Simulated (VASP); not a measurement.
# AgBr (Fm-3m) in VASP: notebook

The runs below take AgBr through single point, relaxation of cell and atoms, with PBE.

Everything below comes from runs of VASP 6.6.1. Logs are shortened: lines on timing, memory, paths and dates and some standing lists are left out, and cuts for length are marked.

## (1) The cell of the first run

It takes space group Fm-3m (No. 225, cubic). The conventional cell has a = 5.842 Å, b = 5.842 Å, c = 5.842 Å, α = 90.00°, β = 90.00°, γ = 90.00°. Within 3.8 Å of Ag (site symmetry m-3m) lie 6 Br at 2.92 Å. Br (site symmetry m-3m) has 6 Ag at 2.92 Å within 3.8 Å.

## (2) Single point, PBE

INCAR reads:

```
SYSTEM = AgBr
PREC = Accurate
ENCUT = 500
EDIFF = 1E-6
ISMEAR = 0
SIGMA = 0.02
LREAL = .False.
LASPH = .True.
NELM = 120
ALGO = Normal
ISIF = 2
LWAVE = .False.
LCHARG = .False.
GGA = PE
NBANDS = 16
GGA_COMPAT = .False.
```

KPOINTS reads:

```
Automatic mesh
0
Gamma
  8 8 8
  0 0 0
```

POSCAR reads:

```
AgBr
1.0
    0.0000000000      2.9208001266      2.9208001266
    2.9208001266      0.0000000000      2.9208001266
    2.9208001266      2.9208001266      0.0000000000
Ag Br
1 1
Direct
    0.0000000000      0.0000000000      0.0000000000
    0.5000000000      0.5000000000      0.5000000000
```

Potentials or basis: VASP PAW PBE potentials, release 64 (Ag, Br).

Run with:

```
cat potpaw_PBE.64/Ag/POTCAR potpaw_PBE.64/Br/POTCAR > POTCAR
mpirun -np 1 vasp_std > vasp.out
```

OUTCAR:

```text
SYSTEM = AgBr
   PREC = Accurate
   ENCUT = 500
   EDIFF = 1E-6
   ISMEAR = 0
   LREAL = .False.
   LASPH = .True.
   NELM = 120
   ISIF = 2
   GGA = PE

 ion  position               nearest neighbor table
   1  0.000  0.000  0.000-   2 2.92   2 2.92   2 2.92   2 2.92   2 2.92   2 2.92
   2  0.500  0.500  0.500-   1 2.92   1 2.92   1 2.92   1 2.92   1 2.92   1 2.92

  LATTYP: Found a face centered cubic cell.
 ALAT       =     5.8416002532

  Lattice vectors:

 A1 = (   0.0000000000,   2.9208001266,   2.9208001266)
 A2 = (   2.9208001266,   0.0000000000,   2.9208001266)
 A3 = (   2.9208001266,   2.9208001266,   0.0000000000)

Analysis of symmetry for initial positions (statically):
=====================================================================
 Subroutine PRICEL returns:
 Original cell was already a primitive cell.

 Routine SETGRP: Setting up the symmetry group for a
 face centered cubic supercell.

 Subroutine GETGRP returns: Found 48 space group operations
 (whereof 48 operations were pure point group operations)
 out of a pool of 48 trial point group operations.

The static configuration has the point symmetry O_h .

Analysis of symmetry for dynamics (positions and initial velocities):
=====================================================================
 Subroutine PRICEL returns:
 Original cell was already a primitive cell.

 Routine SETGRP: Setting up the symmetry group for a
 face centered cubic supercell.

 Subroutine GETGRP returns: Found 48 space group operations
 (whereof 48 operations were pure point group operations)
 out of a pool of 48 trial point group operations.

The dynamic configuration has the point symmetry O_h .

 Subroutine INISYM returns: Found 48 space group operations
 (whereof 48 operations are pure point group operations),
 and found     1 'primitive' translations

----------------------------------------------------------------------------------------

                                     Primitive cell

  volume of cell :      49.8351

  direct lattice vectors                    reciprocal lattice vectors
     0.000000000  2.920800127  2.920800127    -0.171185969  0.171185969  0.171185969
     2.920800127  0.000000000  2.920800127     0.171185969 -0.171185969  0.171185969
     2.920800127  2.920800127  0.000000000     0.171185969  0.171185969 -0.171185969

  length of vectors
     4.130635152  4.130635152  4.130635152     0.296502796  0.296502796  0.296502796

  position of ions in fractional coordinates (direct lattice)
     0.000000000  0.000000000  0.000000000
     0.500000000  0.500000000  0.500000000

  ion indices of the primitive-cell ions
   primitive index   ion index
                 1           1
                 2           2

----------------------------------------------------------------------------------------

 KPOINTS: Automatic mesh

Automatic generation of k-mesh.
 Grid dimensions read from file:
 generate k-points for:    8    8    8

 Generating k-lattice:

  Cartesian coordinates                     Fractional coordinates (reciprocal lattice)
    -0.021398246  0.021398246  0.021398246     0.125000000  0.000000000  0.000000000
     0.021398246 -0.021398246  0.021398246     0.000000000  0.125000000  0.000000000
     0.021398246  0.021398246 -0.021398246     0.000000000  0.000000000  0.125000000

  Length of vectors
     0.037062849  0.037062849  0.037062849

  Shift w.r.t. Gamma in fractional coordinates (k-lattice)
     0.000000000  0.000000000  0.000000000

 Subroutine IBZKPT returns following result:
 ===========================================

 Found     29 irreducible k-points:

 Following reciprocal coordinates:
            Coordinates               Weight
  0.000000  0.000000  0.000000      1.000000
  0.125000  0.000000  0.000000      8.000000
  0.250000  0.000000  0.000000      8.000000
  0.375000  0.000000  0.000000      8.000000
  0.500000  0.000000  0.000000      4.000000
  0.125000  0.125000  0.000000      6.000000
[... 16 lines left out ...]
  0.500000  0.250000  0.125000     48.000000
 -0.375000  0.250000  0.125000     24.000000
 [... further k-points ...]
   k-points           NKPTS =     29   k-points in BZ     NKDIM =     29   number of bands    NBANDS=     16
   number of dos      NEDOS =    301   number of ions     NIONS =      2
   total plane-waves  NPLWV =  27000
   dimension x,y,z NGX =    30 NGY =   30 NGZ =   30
   dimension x,y,z NGXF=    60 NGYF=   60 NGZF=   60
   ions per type =               1   1
   NGX,Y,Z   is equivalent  to a cutoff of  12.07, 12.07, 12.07 a.u.
   NGXF,Y,Z  is equivalent  to a cutoff of  24.15, 24.15, 24.15 a.u.
 SYSTEM =  AgBr
   PREC   = accura    normal or accurate (medium, high low for compatibility)
   ISTART =      0    job   : 0-new  1-cont  2-samecut
   ICHARG =      2    charge: 1-file 2-atom 10-const
   ISPIN  =      1    spin polarized calculation?
   LNONCOLLINEAR =      F non collinear calculations
   LSORBIT =      F    spin-orbit coupling
   LASPH  =      T    aspherical Exc in radial PAW
   ENCUT  =  500.0 eV  36.75 Ry    6.06 a.u.   7.53  7.53  7.53*2*pi/ulx,y,z
   NELM   =    120;   NELMIN=  2; NELMDL= -5     # of ELM steps
   EDIFF  = 0.1E-05   stopping-criterion for ELM
   LREAL  =      F    real-space projection
   EDIFFG = 0.1E-04   stopping-criterion for IOM
   NSW    =      0    number of steps for IOM
   IBRION =     -1    ionic relax: 0-MD 1-quasi-New 2-CG
   NFREE  =      0    steps in history (QN), initial steepest desc. (CG)
   ISIF   =      2    stress and relaxation
   ISYM   =      2    0-nonsym 1-usesym 2-fastsym
   POTIM  = 0.5000    time-step for ionic-motion
   TEBEG  =    0.0;   TEEND  =   0.0 temperature during run
   PSTRESS=    0.0 pullay stress
   NELECT =      18.0000    total number of electrons
   NUPDOWN=      -1.0000    fix difference up-down
   EMIN   =  10.00;   EMAX   =-10.00  energy-range for DOS
   EFERMI =   0.00;   METHOD = LEGACY
   ISMEAR =     0;   SIGMA  =   0.02  broadening in eV -4-tet -1-fermi 0-gaus
   EFERMI_NEDOS =   21; number of points for ismear=-14 and -15
   IALGO  =     38    algorithm
   IMIX   =      4    mixing-type and parameters
     AMIX     =   0.40;   BMIX     =  1.00
     AMIX_MAG =   1.60;   BMIX_MAG =  1.00
  volume/ion in A,a.u.               =      24.92       168.15
  Fermi-wavevector in a.u.,A,eV,Ry     =   1.165880  2.203194 18.494073  1.359276
  Thomas-Fermi vector in A             =   2.302400
   LORBIT       =      0    0 simple, 1 ext, 2 COOP (PROOUT), +10 PAW based schemes
   GGA     = PE    functional components
   LHFCALC =     F    Hartree Fock is set to
   AEXX    =    0.0000 exact exchange contribution
   IVDW    =     0    specifies the selected vdW correction
   LEPSILON=     F    determine dielectric tensor
   LRPA    =     F    only Hartree local field effects (RPA)
 non-spin polarized calculation
 Gauss-broadening in eV      SIGMA  =   0.02
  energy-cutoff  :      500.00
  volume of cell :       49.84
 maximum number of plane-waves:      1283
   NGX = 15   NGY = 15   NGZ = 15

 number of electron      18.0000001 magnetization

 Free energy of the ion-electron system (eV)
  ---------------------------------------------------
  ext. energy  EPLUGINS =         0.00000000
  ---------------------------------------------------
  free energy    TOTEN  =        -5.00027667 eV

  energy without entropy =       -5.00027667  energy(sigma->0) =       -5.00027667

 E-fermi :   3.1139     XC(G=0):  -9.5947

 val. band max:        2.9937320629   @ k =   0.5000   0.0000   0.0000
 cond. band min:       3.6811590861   @ k =   0.0000   0.0000   0.0000
 fundamental gap:      0.6874270232
 Fermi energy:         3.1138950507

 k-point     1 :       0.0000    0.0000    0.0000
  band No.  band energies     occupation
      1     -11.7589      2.00000
      2       0.4085      2.00000
      3       0.4085      2.00000
      4       0.4089      2.00000
      5       0.4089      2.00000
      6       0.4089      2.00000
[... 8 lines left out ...]
     15      14.5649      0.00000
     16      14.5649      0.00000

 k-point     2 :       0.1250    0.0000    0.0000
  band No.  band energies     occupation
      1     -11.7067      2.00000
      2       0.0480      2.00000
      3       0.0480      2.00000
      4       0.0992      2.00000
      5       0.4466      2.00000
      6       0.4466      2.00000
[... 8 lines left out ...]
     15      13.8468      0.00000
     16      14.2234      0.00000

 k-point     3 :       0.2500    0.0000    0.0000
  band No.  band energies     occupation
      1     -11.5758      2.00000
      2      -0.8227      2.00000
      3      -0.4265      2.00000
      4      -0.4265      2.00000
      5       0.5396      2.00000
      6       0.5396      2.00000
[... 8 lines left out ...]
     15      14.3172      0.00000
     16      14.3172      0.00000

 k-point     4 :       0.3750    0.0000    0.0000
  band No.  band energies     occupation
      1     -11.4372      2.00000
      2      -1.5751      2.00000
      3      -0.7463      2.00000
      4      -0.7463      2.00000
      5       0.6357      2.00000
      6       0.6357      2.00000
[... 8 lines left out ...]
     15      15.3595      0.00000
     16      15.3595      0.00000

 k-point     5 :       0.5000    0.0000    0.0000
  band No.  band energies     occupation
      1     -11.3772      2.00000
      2      -1.8518      2.00000
      3      -0.8573      2.00000
      4      -0.8573      2.00000
      5       0.6765      2.00000
      6       0.6765      2.00000
[... 8 lines left out ...]
     15      16.1461      0.00000
     16      16.1461      0.00000

 k-point     6 :       0.1250    0.1250    0.0000
  band No.  band energies     occupation
      1     -11.6910      2.00000
      2      -0.3739      2.00000
      3       0.3027      2.00000
      4       0.3027      2.00000
      5       0.3741      2.00000
      6       0.4289      2.00000
[... 8 lines left out ...]
     15      15.7079      0.00000
     16      15.7079      0.00000

 k-point     7 :       0.2500    0.1250    0.0000
  band No.  band energies     occupation
      1     -11.5905      2.00000
      2      -0.8749      2.00000
      3      -0.1141      2.00000
      4      -0.0831      2.00000
      5       0.4342      2.00000
      6       0.5464      2.00000
[... 8 lines left out ...]
     15      15.4211      0.00000
     16      15.4918      0.00000

 k-point     8 :       0.3750    0.1250    0.0000
  band No.  band energies     occupation
      1     -11.4584      2.00000
      2      -1.3575      2.00000
      3      -0.6474      2.00000
      4      -0.5130      2.00000
      5       0.5382      2.00000
      6       0.6513      2.00000
[... 8 lines left out ...]
     15      15.6097      0.00000
     16      16.0322      0.00000

 k-point     9 :       0.5000    0.1250    0.0000
  band No.  band energies     occupation
      1     -11.3731      2.00000
      2      -1.6800      2.00000
      3      -0.8359      2.00000
      4      -0.7729      2.00000
      5       0.6358      2.00000
      6       0.6872      2.00000
[... 8 lines left out ...]
     15      16.2902      0.00000
     16      16.4854      0.00000
[... 172 lines left out ...]
 k-point    19 :       0.5000    0.3750    0.0000
  band No.  band energies     occupation
      1     -11.3515      2.00000
      2      -0.9826      2.00000
      3      -0.2237      2.00000
      4      -0.0983      2.00000
      5       0.4236      2.00000
      6       0.7375      2.00000
[... 8 lines left out ...]
     15      17.3150      0.00000
     16      17.8929      0.00000

 k-point    20 :      -0.3750    0.3750    0.0000
  band No.  band energies     occupation
      1     -11.3302      2.00000
      2      -0.8623      2.00000
      3      -0.7777      2.00000
      4      -0.4990      2.00000
      5       0.5379      2.00000
      6       0.7242      2.00000
[... 8 lines left out ...]
     15      15.9966      0.00000
     16      18.3524      0.00000

 k-point    21 :       0.5000    0.5000    0.0000
  band No.  band energies     occupation
      1     -11.3466      2.00000
      2      -0.9091      2.00000
      3       0.1729      2.00000
      4       0.4186      2.00000
      5       0.4186      2.00000
      6       0.5497      2.00000
[... 8 lines left out ...]
     15      17.7774      0.00000
     16      17.7775      0.00000

 k-point    22 :       0.3750    0.2500    0.1250
  band No.  band energies     occupation
      1     -11.4932      2.00000
      2      -1.1983      2.00000
      3      -0.4803      2.00000
      4      -0.1157      2.00000
      5       0.4976      2.00000
      6       0.6170      2.00000
[... 8 lines left out ...]
     15      16.3176      0.00000
     16      16.8201      0.00000

 k-point    23 :       0.5000    0.2500    0.1250
  band No.  band energies     occupation
      1     -11.3923      2.00000
      2      -1.3906      2.00000
      3      -0.7436      2.00000
      4      -0.4736      2.00000
      5       0.5775      2.00000
      6       0.6807      2.00000
[... 8 lines left out ...]
     15      16.6080      0.00000
     16      16.8429      0.00000

 k-point    24 :      -0.3750    0.2500    0.1250
  band No.  band energies     occupation
      1     -11.3493      2.00000
      2      -1.4483      2.00000
      3      -0.7606      2.00000
      4      -0.7432      2.00000
      5       0.6329      2.00000
      6       0.6838      2.00000
[... 8 lines left out ...]
     15      15.4293      0.00000
     16      17.1555      0.00000

 [... further k-points ...]

------------------------ aborting loop because EDIFF is reached ----------------------------------------

  FORCE on cell =-STRESS in cart. coord.  units (eV):
  Direction    XX          YY          ZZ          XY          YZ          ZX
  --------------------------------------------------------------------------------------
  -------------------------------------------------------------------------------------
  Total       -0.0147619     -0.0147619     -0.0147619     -0.0000000      0.0000000      0.0000000
  in kB       -0.4745894     -0.4745894     -0.4745894     -0.0000000      0.0000000      0.0000000
  external PRESSURE =      -0.4745894 kB  Pullay stress =       0.0000000 kB

 VOLUME and BASIS-vectors are now :
 -----------------------------------------------------------------------------
  energy-cutoff  :      500.00
  volume of cell :       49.84
      direct lattice vectors                 reciprocal lattice vectors
     0.000000000  2.920800127  2.920800127    -0.171185969  0.171185969  0.171185969
     2.920800127  0.000000000  2.920800127     0.171185969 -0.171185969  0.171185969
     2.920800127  2.920800127  0.000000000     0.171185969  0.171185969 -0.171185969

 POSITION                                       TOTAL-FORCE (eV/Angst)
 -----------------------------------------------------------------------------------
      0.00000      0.00000      0.00000        -0.000000      0.000000     -0.000000
      2.92080      2.92080      2.92080         0.000000     -0.000000      0.000000
 -----------------------------------------------------------------------------------
    total drift:                               -0.000000      0.000000      0.000000

  FREE ENERGIE OF THE ION-ELECTRON SYSTEM (eV)
  ---------------------------------------------------
  free  energy   TOTEN  =        -5.0002766731 eV

  energy  without entropy=       -5.0002766731  energy(sigma->0) =       -5.00027667
```

Run time: 34 s. Hardware: 1 thread of AMD EPYC 7R43 (Zen 3), shared host; peak memory 0.14 GiB.

Results:

```
Free energy            : -5.0003 eV
Pressure               : 0.0 GPa
Band gap on the k mesh : 0.69 eV, indirect (least direct gap 2.44 eV)
```

(Continued in part 2 of 2.)
